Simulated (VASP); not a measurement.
# Ir (P6_3/mmc) in VASP: a series of runs, part 2 of 2

VASP 6.6.1. The steps go on from the part before.

**3. Single point, PBE**

This run uses another cell than the first one, of the same volume but with other edges.

INCAR

```
  PREC = Accurate
  ENCUT = 520
  EDIFF = 1E-6
  ISMEAR = 0
  SIGMA = 0.15
  LREAL = False
  LASPH = True
  NELM = 100
  ALGO = Normal
  ISIF = 2
  LWAVE = False
  LCHARG = False
  GGA = PE
  NBANDS = 16
```

KPOINTS

```
regular mesh
0
Gamma
  18 18 10
```

POSCAR

```
Ir
1.0
    2.6654000000      0.0000000000      0.0000000000
   -1.3327000000      2.3083041113      0.0000000000
    0.0000000000      0.0000000000      4.5717000000
Ir
2
Direct
    0.6666666667      0.3333333333      0.7500000000
    0.3333333333      0.6666666667      0.2500000000
```

Potentials or basis: VASP PAW PBE potentials, release 64 (Ir).

The run is started by

```sh
$ cat potpaw_PBE.64/Ir/POTCAR > POTCAR
$ mpirun -np 1 vasp_std > vasp.out
```

Run time: 2 min. Hardware: 1 thread of Intel Xeon 8259CL, shared host; peak memory 0.21 GiB.

It converged, with:

| Item | Value |
| --- | --- |
| Free energy | -17.4470 eV |
| Pressure | 15.1 GPa |
| Band gap on the k mesh | zero (bands 9 and 10 overlap by 3.71 eV) |

Stress tensor (GPa, compression positive):
```
22.67  0.00  0.00
 0.00 22.67  0.00
 0.00  0.00 -0.18
```

Levels at points of the mesh, in eV from the Fermi level:
| k point | band 6 | band 7 | band 8 | band 9 | band 10 | band 11 | band 12 | band 13 |
| --- | --- | --- | --- | --- | --- | --- | --- | --- |
| (0.00, 0.00, 0.00) | -3.27 | -3.27 | -1.85 | -1.85 | -1.30 | 0.39 | 0.39 | 6.44 |
| (0.50, 0.00, 0.00) | -3.24 | -3.18 | 0.81 | 1.18 | 1.49 | 3.17 | 4.73 | 8.37 |
| (0.00, 0.00, 0.50) | -3.82 | -3.82 | -3.82 | -0.36 | -0.36 | -0.36 | -0.36 | 13.17 |
| (0.50, 0.00, 0.50) | -1.85 | -0.88 | -0.88 | 1.36 | 1.36 | 2.08 | 2.08 | 8.07 |

Caveat: the stress differs along the axes, from -0 to 23 GPa; spin-orbit coupling is left out, which moves the levels of the heavy elements.

**4. Single point, PBE**

This run uses another cell than the first one, of 14.21 Å³/atom.

INCAR

```
SYSTEM = Ir
  PREC = Accurate
  ENCUT = 520
  EDIFF = 1E-7
  ISMEAR = 0
  SIGMA = 0.15
  LREAL = .False.
  LASPH = .True.
  NELM = 100
  ALGO = Normal
  ISIF = 2
  LWAVE = .False.
  LCHARG = .False.
  GGA = PE
  NBANDS = 16
```

KPOINTS

```
regular mesh
0
Gamma
  18 18 10
  0 0 0
```

POSCAR

```
Ir
1.0
    2.8302000000      0.0000000000      0.0000000000
   -1.4151000000      2.4510250978      0.0000000000
    0.0000000000      0.0000000000      4.0967000000
Ir
2
Direct
    0.6666666667      0.3333333333      0.7500000000
    0.3333333333      0.6666666667      0.2500000000
```

The run is started by

```sh
$ cat potpaw_PBE.64/Ir/POTCAR > POTCAR
$ mpirun -np 1 vasp_std > vasp.out
```

It took 2 min on 1 thread of Intel Xeon 8259CL, shared host; peak memory 0.21 GiB.

It converged, with:

```yaml
Free_energy: -17.2693 eV
Pressure: 15.7 GPa
Band_gap_on_the_k_mesh: zero (bands 9 and 10 overlap by 2.75 eV)
```

Stress tensor (GPa, compression positive):
```
 3.61  0.00  0.00
 0.00  3.61  0.00
 0.00  0.00 39.98
```

Levels at points of the mesh, in eV from the Fermi level:
| k point | band 7 | band 8 | band 9 | band 10 | band 11 | band 12 |
| --- | --- | --- | --- | --- | --- | --- |
| (0.00, 0.00, 0.00) | -3.05 | -3.05 | -2.83 | 0.21 | 0.21 | 0.42 |
| (0.50, 0.00, 0.00) | -2.27 | -0.10 | 0.63 | 1.47 | 2.45 | 3.70 |
| (0.00, 0.00, 0.50) | -3.93 | -3.93 | -0.35 | -0.35 | -0.35 | -0.35 |
| (0.50, 0.00, 0.50) | -1.10 | -1.10 | 0.38 | 0.38 | 1.80 | 1.80 |

Caveat: the stress differs along the axes, from 4 to 40 GPa; spin-orbit coupling is left out, which moves the levels of the heavy elements.

**5. Single point, PBE**

This run uses another cell than the first one, of 14.17 Å³/atom.

INCAR, as its differences from that of step 4:

```diff
@@ -12,4 +12,6 @@
   LWAVE = .False.
-  LCHARG = .False.
+  LCHARG = .True.
   GGA = PE
+  LELF = .True.
+  LVHAR = .True.
   NBANDS = 16
```

KPOINTS is that of step 4.

POSCAR

```
Ir
1.0
    2.7478111495      0.0000000000      0.0000000000
   -1.3739055747      2.3796742603      0.0000000000
    0.0000000000      0.0000000000      4.3342000000
Ir
2
Direct
    0.6666666667      0.3333333333      0.7500000000
    0.3333333333      0.6666666667      0.2500000000
```

The run is started by

```sh
$ cat potpaw_PBE.64/Ir/POTCAR > POTCAR
$ mpirun -np 1 vasp_std > vasp.out
```

Wall time 1.9 min (1 thread of Intel Xeon 8259CL, shared host); peak memory 0.21 GiB.

It converged, with:

| Quantity | Value |
| --- | --- |
| Free energy | -17.5192 eV |
| Pressure | 11.3 GPa |
| Band gap on the k mesh | zero (bands 9 and 10 overlap by 3.36 eV) |

Stress tensor (GPa, compression positive):
```
 7.43  0.00  0.00
 0.00  7.43  0.00
 0.00  0.00 19.03
```

Levels at points of the mesh, in eV from the Fermi level:
| k point | band 6 | band 7 | band 8 | band 9 | band 10 | band 11 | band 12 | band 13 |
| --- | --- | --- | --- | --- | --- | --- | --- | --- |
| (0.00, 0.00, 0.00) | -3.18 | -3.18 | -2.66 | -2.66 | -0.57 | 0.23 | 0.23 | 7.42 |
| (0.50, 0.00, 0.00) | -3.45 | -2.86 | 0.49 | 0.97 | 1.07 | 2.84 | 4.25 | 8.31 |
| (0.00, 0.00, 0.50) | -4.10 | -4.10 | -4.10 | -0.50 | -0.50 | -0.50 | -0.50 | 13.63 |
| (0.50, 0.00, 0.50) | -2.30 | -1.03 | -1.03 | 0.78 | 0.78 | 1.98 | 1.98 | 7.57 |

Caveat: the stress differs along the axes, from 7 to 19 GPa; spin-orbit coupling is left out, which moves the levels of the heavy elements.

**6. Single point, PBE**

This run uses another cell than the first one, of 14.32 Å³/atom.

INCAR is that of step 5.

KPOINTS is that of step 5.

POSCAR, as its differences from that of step 5:

```diff
@@ -4,3 +4,3 @@
    -1.3739055747      2.3796742603      0.0000000000
-    0.0000000000      0.0000000000      4.3342000000
+    0.0000000000      0.0000000000      4.3787000000
 Ir
```

Potentials or basis: VASP PAW PBE potentials, release 64 (Ir).

The run is started by

```sh
$ cat potpaw_PBE.64/Ir/POTCAR > POTCAR
$ mpirun -np 1 vasp_std > vasp.out
```

OUTCAR:

```text
SYSTEM = Ir
   PREC = Accurate
   ENCUT = 520
   EDIFF = 1E-7
   ISMEAR = 0
   LREAL = .False.
   LASPH = .True.
   NELM = 100
   ISIF = 2
   GGA = PE

 ion  position               nearest neighbor table
   1  0.667  0.333  0.750-   2 2.70   2 2.70   2 2.70   2 2.70   2 2.70   2 2.70
   2  0.333  0.667  0.250-   1 2.70   1 2.70   1 2.70   1 2.70   1 2.70   1 2.70

  LATTYP: Found a hexagonal cell.
 ALAT       =     2.7478111495
 C/A-ratio  =     1.5935229031

  Lattice vectors:

 A1 = (   2.7478111495,   0.0000000000,   0.0000000000)
 A2 = (  -1.3739055747,   2.3796742603,   0.0000000000)
 A3 = (   0.0000000000,   0.0000000000,   4.3787000000)

Analysis of symmetry for initial positions (statically):
=====================================================================
 Subroutine PRICEL returns:
 Original cell was already a primitive cell.

 Routine SETGRP: Setting up the symmetry group for a
 hexagonal supercell.

 Subroutine GETGRP returns: Found 24 space group operations
 (whereof 12 operations were pure point group operations)
 out of a pool of 24 trial point group operations.

The static configuration has the point symmetry D_3d.
 The point group associated with its full space group is D_6h.

[... 156 lines left out ...]
  ---------------------------------------------------
  free energy    TOTEN  =       -17.54713183 eV

  energy without entropy =      -17.52187303  energy(sigma->0) =      -17.53450243

 E-fermi :  10.3486     XC(G=0): -13.9165

 val. band max:       10.3483736357   @ k =   0.5000   0.0000   0.4000
 cond. band min:      10.3541990634   @ k =   0.3333   0.3333   0.0000
 fundamental gap:      0.0058254276
 Fermi energy:        10.3486261474

 k-point     1 :       0.0000    0.0000    0.0000
  band No.  band energies     occupation
      1      -0.7908      2.00000
      2       2.2850      2.00000
      3       6.5251      2.00000
      4       6.5251      2.00000
      5       6.6070      2.00000
      6       7.2147      2.00000
[... 433 lines left out ...]
      3       3.6198      2.00000
      4       6.0477      2.00000
      5       6.2537      2.00000
      6       6.8637      2.00000
[... 8 lines left out ...]
     15      20.9944      0.00000
     16      23.5458      0.00000

 [... further k-points ...]
[... 5 lines left out ...]
  --------------------------------------------------------------------------------------
  -------------------------------------------------------------------------------------
  Total        0.8431599      0.8431599      2.0778479      0.0000000      0.0000000      0.0000000
  in kB       47.1814128     47.1814128    116.2718973      0.0000000      0.0000000      0.0000000
  external PRESSURE =      70.2115743 kB  Pullay stress =       0.0000000 kB

 VOLUME and BASIS-vectors are now :
 -----------------------------------------------------------------------------
  energy-cutoff  :      520.00
  volume of cell :       28.63
      direct lattice vectors                 reciprocal lattice vectors
     2.747811149  0.000000000  0.000000000     0.363926029  0.210112791  0.000000000
    -1.373905575  2.379674260  0.000000000     0.000000000  0.420225582  0.000000000
     0.000000000  0.000000000  4.378700000     0.000000000  0.000000000  0.228378286

 POSITION                                       TOTAL-FORCE (eV/Angst)
 -----------------------------------------------------------------------------------
      1.37391      0.79322      3.28403        -0.000000      0.000000      0.000000
     -0.00000      1.58645      1.09468         0.000000     -0.000000      0.000000
 -----------------------------------------------------------------------------------
    total drift:                               -0.000000      0.000000     -0.000000

  FREE ENERGIE OF THE ION-ELECTRON SYSTEM (eV)
  ---------------------------------------------------
  free  energy   TOTEN  =       -17.5471318265 eV

  energy  without entropy=      -17.5218730255  energy(sigma->0) =      -17.53450243
```

Wall time 2.2 min (1 thread of Intel Xeon 8259CL, shared host); peak memory 0.21 GiB.

Results:

```yaml
Free_energy: -17.5471 eV
Pressure: 7.0 GPa
Band_gap_on_the_k_mesh: zero (bands 9 and 10 overlap by 3.35 eV)
```

Stress tensor (GPa, compression positive):
```
 4.72  0.00  0.00
 0.00  4.72  0.00
 0.00  0.00 11.63
```

Caveat: the stress differs along the axes, from 5 to 12 GPa; spin-orbit coupling is left out, which moves the levels of the heavy elements.

**7. Summary**

| cell | gap on the mesh (eV) | pressure (GPa) |
| --- | --- | --- |
| a = 2.748, b = 2.748, c = 4.304 Å, angles 90.0, 90.0, 120.0°, 2 atoms | none | 14.3 |
| a = 2.665, b = 2.665, c = 4.572 Å, angles 90.0, 90.0, 120.0°, 2 atoms | none | 15.1 |
| a = 2.830, b = 2.830, c = 4.097 Å, angles 90.0, 90.0, 120.0°, 2 atoms | none | 15.7 |
| a = 2.748, b = 2.748, c = 4.334 Å, angles 90.0, 90.0, 120.0°, 2 atoms | none | 11.3 |
| a = 2.748, b = 2.748, c = 4.379 Å, angles 90.0, 90.0, 120.0°, 2 atoms | none | 7.0 |

Alike in all rows: task single point; level PBE; potentials or basis VASP PAW PBE potentials, release 64 (Ir); no spin polarisation; k mesh 18 × 18 × 10; cutoff (eV) 520; smearing gaussian 0.15 eV.

Caveats: spin-orbit coupling is left out, which moves the levels of the heavy elements; the stress differs along the axes, from 9 to 24 GPa (at least some runs); the stress differs along the axes, from -0 to 23 GPa (at least some runs); the stress differs along the axes, from 4 to 40 GPa (at least some runs); the stress differs along the axes, from 7 to 19 GPa (at least some runs); the stress differs along the axes, from 5 to 12 GPa (at least some runs).

Absolute energies hang on the potentials; compare differences alone.
